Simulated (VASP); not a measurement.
# Al2Cu (I4/mcm) in VASP: further runs

Al2Cu is run at these levels: r2SCAN; tasks: single point.

Everything below comes from runs of VASP 6.6.1. Logs are shortened: lines on timing, memory, paths and dates and some standing lists are left out, and cuts for length are marked.

## 1. The cell of the first run

The structure is tetragonal, space group I4/mcm (No. 140). The conventional cell has a = 5.309 Å, b = 5.309 Å, c = 4.273 Å, α = 90.00°, β = 90.00°, γ = 90.00°. Within 3.0 Å of Al (site symmetry m2m) lie 4 Cu at 2.27 Å and 11 Al at 2.35 to 2.83 Å. Within 2.8 Å of Cu (site symmetry 422) lie 2 Cu at 2.14 Å and 8 Al at 2.27 Å.

## 2. Single point, r2SCAN

The input, POSCAR:

```
Al2Cu
1.0
   -2.6545325404      2.6545325404      2.1362788439
    2.6545325404     -2.6545325404      2.1362788439
    2.6545325404      2.6545325404     -2.1362788439
Al Cu
4 2
Direct
    0.8435958924      0.6564041076      0.5000000000
    0.6564041076      0.1564041076      0.8128082152
    0.3435958924      0.8435958924      0.1871917848
    0.1564041076      0.3435958924      0.5000000000
    0.2500000000      0.2500000000      0.0000000000
    0.7500000000      0.7500000000      0.0000000000
```

The input, INCAR.step1:

```
SYSTEM = Al2Cu
PREC     = Accurate       ! precision mode
ENCUT    = 520            ! plane-wave cutoff, eV
ISMEAR   = 0              ! smearing method
SIGMA    = 0.1            ! smearing width, eV
LREAL    = .False.        ! projectors in reciprocal space
LASPH    = .True.         ! aspherical terms in the spheres
NELM     = 60             ! most SCF steps
NBANDS   = 26             ! bands
GGA      = PE             ! functional
ALGO     = Normal         ! electronic algorithm
EDIFF    = 1E-4           ! SCF threshold, eV
LWAVE    = .True.         ! write WAVECAR
LCHARG   = .False.        ! write CHGCAR
```

The input, INCAR.step2:

```
SYSTEM = Al2Cu
PREC     = Accurate       ! precision mode
ENCUT    = 520            ! plane-wave cutoff, eV
EDIFF    = 1E-6           ! SCF threshold, eV
ISMEAR   = 0              ! smearing method
SIGMA    = 0.1            ! smearing width, eV
LREAL    = .False.        ! projectors in reciprocal space
LASPH    = .True.         ! aspherical terms in the spheres
NELM     = 60             ! most SCF steps
ALGO     = Normal         ! electronic algorithm
ISIF     = 2              ! what is computed and relaxed
LWAVE    = .False.        ! write WAVECAR
LCHARG   = .False.        ! write CHGCAR
METAGGA  = R2SCAN         ! meta-GGA
LMIXTAU  = .True.       
NBANDS   = 26             ! bands
ISTART   = 1
```

The input, KPOINTS:

```
Automatic mesh
0
Gamma
  10 10 10
  0 0 0
```

Potentials or basis: VASP PAW PBE potentials, release 64 (Al, Cu).

On the command line:

```
$ cat potpaw_PBE.64/Al/POTCAR potpaw_PBE.64/Cu/POTCAR > POTCAR
$ cp INCAR.step1 INCAR
$ mpirun -np 1 vasp_std > vasp.out
$ cp INCAR.step2 INCAR
$ mpirun -np 1 vasp_std > vasp.out
```

OUTCAR:

```text
SYSTEM = Al2Cu
   PREC = Accurate
   ENCUT = 520
   EDIFF = 1E-6
   ISMEAR = 0
   LREAL = .False.
   LASPH = .True.
   NELM = 60
   ISIF = 2
   METAGGA = R2SCAN
   ISTART = 1

 ion  position               nearest neighbor table
   1  0.844  0.656  0.500-   5 2.27   6 2.27   6 2.27   5 2.27   4 2.35   4 2.56   4 2.56   2 2.71
                             3 2.71   2 2.71   3 2.71   2 2.83   3 2.83   3 2.83   2 2.83
   2  0.656  0.156  0.813-   5 2.27   6 2.27   5 2.27   6 2.27   3 2.35   3 2.56   3 2.56   1 2.71
                             4 2.71   4 2.71   1 2.71   1 2.83   4 2.83   1 2.83   4 2.83
   3  0.344  0.844  0.187-   5 2.27   6 2.27   5 2.27   6 2.27   2 2.35   2 2.56   2 2.56   1 2.71
                             4 2.71   4 2.71   1 2.71   1 2.83   4 2.83   4 2.83   1 2.83
   4  0.156  0.344  0.500-   6 2.27   5 2.27   5 2.27   6 2.27   1 2.35   1 2.56   1 2.56   2 2.71
                             3 2.71   2 2.71   3 2.71   2 2.83   3 2.83   2 2.83   3 2.83
   5  0.250  0.250  0.000-   6 2.14   6 2.14   2 2.27   3 2.27   2 2.27   3 2.27   4 2.27   1 2.27
                             4 2.27   1 2.27
   6  0.750  0.750  0.000-   5 2.14   5 2.14   2 2.27   3 2.27   2 2.27   3 2.27   1 2.27   1 2.27
                             4 2.27   4 2.27

  LATTYP: Found a body centered tetragonal cell.
 ALAT       =     5.3090650808
 C/A-ratio  =     0.8047664933

  Lattice vectors:

 A1 = (  -2.6545325404,   2.6545325404,   2.1362788439)
 A2 = (   2.6545325404,  -2.6545325404,   2.1362788439)
 A3 = (   2.6545325404,   2.6545325404,  -2.1362788439)

Analysis of symmetry for initial positions (statically):
=====================================================================
 Subroutine PRICEL returns:
 Original cell was already a primitive cell.

 Routine SETGRP: Setting up the symmetry group for a
 body centered tetragonal supercell.

 Subroutine GETGRP returns: Found 16 space group operations
 (whereof  8 operations were pure point group operations)
 out of a pool of 16 trial point group operations.

The static configuration has the point symmetry C_4h.
 The point group associated with its full space group is D_4h.

Analysis of symmetry for dynamics (positions and initial velocities):
=====================================================================
 Subroutine PRICEL returns:
 Original cell was already a primitive cell.

 Routine SETGRP: Setting up the symmetry group for a
 body centered tetragonal supercell.

 Subroutine GETGRP returns: Found 16 space group operations
 (whereof  8 operations were pure point group operations)
 out of a pool of 16 trial point group operations.

The dynamic configuration has the point symmetry C_4h.
[... 101 lines left out ...]
   ICHARG =      0    charge: 1-file 2-atom 10-const
   ISPIN  =      1    spin polarized calculation?
   LNONCOLLINEAR =      F non collinear calculations
   LSORBIT =      F    spin-orbit coupling
   LASPH  =      T    aspherical Exc in radial PAW
   ENCUT  =  520.0 eV  38.22 Ry    6.18 a.u.   8.03  8.03  8.03*2*pi/ulx,y,z
   NELM   =     60;   NELMIN=  2; NELMDL=  0     # of ELM steps
   EDIFF  = 0.1E-05   stopping-criterion for ELM
   LREAL  =      F    real-space projection
[... 7 lines left out ...]
   TEBEG  =    0.0;   TEEND  =   0.0 temperature during run
   PSTRESS=    0.0 pullay stress
   NELECT =      34.0000    total number of electrons
   NUPDOWN=      -1.0000    fix difference up-down
   EMIN   =  10.00;   EMAX   =-10.00  energy-range for DOS
   EFERMI =   0.00;   METHOD = LEGACY
   ISMEAR =     0;   SIGMA  =   0.10  broadening in eV -4-tet -1-fermi 0-gaus
   EFERMI_NEDOS =   21; number of points for ismear=-14 and -15
   IALGO  =     38    algorithm
   IMIX   =      4    mixing-type and parameters
     AMIX     =   0.40;   BMIX     =  1.00
     AMIX_MAG =   1.60;   BMIX_MAG =  1.00
  volume/ion in A,a.u.               =      10.04        67.72
  Fermi-wavevector in a.u.,A,eV,Ry     =   1.353120  2.557027 24.911382  1.830935
  Thomas-Fermi vector in A             =   2.480402
   LORBIT       =      0    0 simple, 1 ext, 2 COOP (PROOUT), +10 PAW based schemes
   METAGGA = R2SCAN    functional components
   LHFCALC =     F    Hartree Fock is set to
   AEXX    =    0.0000 exact exchange contribution
   IVDW    =     0    specifies the selected vdW correction
   LEPSILON=     F    determine dielectric tensor
   LRPA    =     F    only Hartree local field effects (RPA)
 non-spin polarized calculation
 Gauss-broadening in eV      SIGMA  =   0.10
  energy-cutoff  :      520.00
  volume of cell :       60.21
 maximum number of plane-waves:      1644
   NGX = 17   NGY = 17   NGZ = 17

 number of electron      34.0000026 magnetization

 Free energy of the ion-electron system (eV)
  ---------------------------------------------------
  ext. energy  EPLUGINS =         0.00000000
  ---------------------------------------------------
  free energy    TOTEN  =       -44.23484390 eV

  energy without entropy =      -44.22784230  energy(sigma->0) =      -44.23134310

 E-fermi :  13.1773     XC(G=0): -13.6250

 val. band max:       13.1672449645   @ k =  -0.2000   0.2000   0.2000
 cond. band min:      13.2080045888   @ k =  -0.4000   0.2000   0.1000
 fundamental gap:      0.0407596243
 Fermi energy:        13.1773188794

 k-point     1 :       0.0000    0.0000    0.0000
  band No.  band energies     occupation
      1      -1.5355      2.00000
      2       5.2529      2.00000
      3       5.2529      2.00000
      4       5.2636      2.00000
      5       5.2760      2.00000
      6       6.7765      2.00000
[... 685 lines left out ...]
     25      22.6448      0.00000
     26      22.8752      0.00000

 [... further k-points ...]
[... 5 lines left out ...]
  --------------------------------------------------------------------------------------
  -------------------------------------------------------------------------------------
  Total       33.6625012     33.6625012     33.7959891      0.0000000      0.0000000      0.0000000
  in kB      895.7007263    895.7007263    899.2526086      0.0000000      0.0000000      0.0000000
  external PRESSURE =     896.8846871 kB  Pullay stress =       0.0000000 kB

 VOLUME and BASIS-vectors are now :
 -----------------------------------------------------------------------------
  energy-cutoff  :      520.00
  volume of cell :       60.21
      direct lattice vectors                 reciprocal lattice vectors
    -2.654532540  2.654532540  2.136278844     0.000000000  0.188357081  0.234051843
     2.654532540 -2.654532540  2.136278844     0.188357081  0.000000000  0.234051843
     2.654532540  2.654532540 -2.136278844     0.188357081  0.188357081  0.000000000

 POSITION                                       TOTAL-FORCE (eV/Angst)
 -----------------------------------------------------------------------------------
      0.83036      1.82417      2.13628         0.002996     -0.002996      0.000000
      0.83036      3.48489     -0.00000         0.002996      0.002996      0.000000
      1.82417     -0.83036      2.13628        -0.002996     -0.002996     -0.000000
      1.82417      0.83036      0.00000        -0.002996      0.002996      0.000000
      0.00000      0.00000      1.06814         0.000000      0.000000      0.000000
      0.00000      0.00000      3.20442         0.000000      0.000000      0.000000
 -----------------------------------------------------------------------------------
    total drift:                               -0.000000     -0.000000     -0.000000

  FREE ENERGIE OF THE ION-ELECTRON SYSTEM (eV)
  ---------------------------------------------------
  free  energy   TOTEN  =       -44.2348439023 eV

  energy  without entropy=      -44.2278423038  energy(sigma->0) =      -44.23134310
```

OSZICAR.step1:

```text
N       E                     dE             d eps       ncg     rms          rms(c)
DAV:   1     0.217192823458E+03    0.21719E+03   -0.14199E+04  5346   0.168E+03
DAV:   2    -0.695437730992E+01   -0.22415E+03   -0.21071E+03  5340   0.324E+02
DAV:   3    -0.232394945113E+02   -0.16285E+02   -0.15344E+02  6588   0.104E+02
DAV:   4    -0.236939913270E+02   -0.45450E+00   -0.45272E+00  8128   0.171E+01
DAV:   5    -0.236989523096E+02   -0.49610E-02   -0.49600E-02  8308   0.176E+00    0.234E+01
DAV:   6    -0.255649269922E+02   -0.18660E+01   -0.99091E+01  6444   0.290E+02    0.165E+01
DAV:   7    -0.174805024433E+02    0.80844E+01   -0.26886E+01  6540   0.133E+02    0.236E+00
DAV:   8    -0.173767306653E+02    0.10377E+00   -0.27834E+00  8398   0.318E+01    0.242E+00
DAV:   9    -0.172942632340E+02    0.82467E-01   -0.20403E-01  8412   0.110E+01    0.456E-01
DAV:  10    -0.172963058728E+02   -0.20426E-02   -0.61230E-03  8516   0.168E+00    0.342E-01
DAV:  11    -0.172937091169E+02    0.25968E-02   -0.76821E-03  7452   0.260E+00    0.574E-02
DAV:  12    -0.172937530282E+02   -0.43911E-04   -0.40915E-04  5288   0.219E-01
   1 F= -.17293753E+02 E0= -.17290395E+02  d E =-.671612E-02
```

It took 4.5 min on 1 thread of Intel Xeon 6975P-C, shared host; peak memory 0.27 GiB.

Results:

```yaml
Free_energy: -44.2348 eV
Pressure: 89.7 GPa
Largest_force: 0.004 eV/Å
Band_gap_on_the_k_mesh: zero (band 17 reaches 16.27 eV, above the bottom of band 18 at 10.57 eV)
```

Forces in eV/Å, atoms in the order of the input:
```
Al   0.003 -0.003  0.000
Al   0.003  0.003  0.000
Al  -0.003 -0.003  0.000
Al  -0.003  0.003  0.000
Cu   0.000  0.000  0.000
Cu   0.000  0.000  0.000
```

Stress tensor (GPa, compression positive):
```
89.57  0.00  0.00
 0.00 89.57  0.00
 0.00  0.00 89.93
```

Caveat: the PAW data sets were made with another functional, which shifts forces and pressure a little.

## 3. Single point, r2SCAN

This run uses another cell than the first one, of 11.19 Å³/atom, 1.115 times its volume.

The input, POSCAR:

```
Al2Cu
1.0
   -2.7554713839      2.7554713839      2.2106275239
    2.7554713839     -2.7554713839      2.2106275239
    2.7554713839      2.7554713839     -2.2106275239
Al Cu
4 2
Direct
    0.8428119030      0.6571880970      0.5000000000
    0.6571880970      0.1571880970      0.8143761940
    0.3428119030      0.8428119030      0.1856238060
    0.1571880970      0.3428119030      0.5000000000
    0.2500000000      0.2500000000      0.0000000000
    0.7500000000      0.7500000000      0.0000000000
```

The input, INCAR.step1:

```
SYSTEM = Al2Cu
PREC = Accurate
ENCUT = 520
ISMEAR = 0
SIGMA = 0.1
LREAL = .False.
LASPH = .True.
NELM = 80
NBANDS = 26
GGA = PE
ALGO = Normal
EDIFF = 1E-4
LWAVE = .True.
LCHARG = .False.
```

The input, INCAR.step2:

```
SYSTEM = Al2Cu
PREC = Accurate
ENCUT = 520
EDIFF = 1E-6
ISMEAR = 0
SIGMA = 0.1
LREAL = .False.
LASPH = .True.
NELM = 80
ALGO = Normal
ISIF = 2
LWAVE = .False.
LCHARG = .False.
METAGGA = R2SCAN
LMIXTAU = .True.
NBANDS = 26
ISTART = 1
```

The input, KPOINTS:

```
regular mesh
0
Gamma
  10 10 10
  0 0 0
```

Potentials or basis: VASP PAW PBE potentials, release 64 (Al, Cu).

On the command line:

```
$ cat potpaw_PBE.64/Al/POTCAR potpaw_PBE.64/Cu/POTCAR > POTCAR
$ cp INCAR.step1 INCAR
$ mpirun -np 1 vasp_std > vasp.out
$ cp INCAR.step2 INCAR
$ mpirun -np 1 vasp_std > vasp.out
```

Wall time 8.6 min (1 thread of Intel Xeon 6975P-C, shared host); peak memory 0.31 GiB.

It converged, with:

| Property | Result |
| --- | --- |
| Free energy | -47.1788 eV |
| Pressure | 49.7 GPa |
| Largest force | 0.004 eV/Å |
| Band gap on the k mesh | zero (band 17 reaches 14.64 eV, above the bottom of band 18 at 9.12 eV) |

Forces on the atoms (eV/Å):
```
Al   0.003 -0.003  0.000
Al   0.003  0.003  0.000
Al  -0.003 -0.003  0.000
Al  -0.003  0.003  0.000
Cu   0.000  0.000  0.000
Cu   0.000  0.000  0.000
```

Stress tensor (GPa, compression positive):
```
49.56  0.00  0.00
 0.00 49.56  0.00
 0.00  0.00 49.84
```

Levels at points of the mesh, in eV from the Fermi level:
| k point | band 15 | band 16 | band 17 | band 18 | band 19 | band 20 |
| --- | --- | --- | --- | --- | --- | --- |
| (0.00, 0.00, 0.00) | -1.99 | -1.91 | -1.91 | -1.35 | -0.54 | 1.16 |
| (0.50, 0.00, 0.00) | -3.29 | -3.29 | 0.26 | 0.26 | 4.80 | 4.80 |
| (0.50, 0.50, 0.00) | -2.22 | -2.07 | -0.68 | -0.38 | 1.04 | 1.77 |
| (0.50, 0.50, 0.50) | -4.23 | -2.24 | 3.09 | 3.09 | 3.18 | 4.19 |

Caveat: the PAW data sets were made with another functional, which shifts forces and pressure a little.

(Part 1 of 2 ends here.)
